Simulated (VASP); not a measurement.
Runs of VASP 6.6.1 on WC (rocksalt type). The structure is that of space group Fm-3m (No. 225), or close to it. The cells are those of the table. 

```tsv
cell	gap on the mesh (eV)	pressure (GPa)
a = 2.968 Å, angles 60.0°, 2 atoms	none	(a)
a = 2.875 Å, angles 60.0°, 2 atoms	none	133.8
a = 3.034 Å, angles 60.0°, 2 atoms	none	27.0
a = 2.776 Å, angles 60.0°, 2 atoms	none	245.0
```

Alike in all rows: task single point; level PBE; potentials or basis VASP PAW PBE potentials, release 64 (W_sv, C); no spin polarisation; k mesh 15 × 15 × 15; cutoff (eV) 520; smearing fermi-dirac 0.08 eV.

**Question.** Estimate the missing entries.

**Answer.** (a) 63.1.

Caveats: spin-orbit coupling is left out, which moves the levels of the heavy elements.

A k mesh can miss the band edges, and the runs leave out spin-orbit coupling on W.

A gap of «none» marks levels without a gap at the run's occupations.
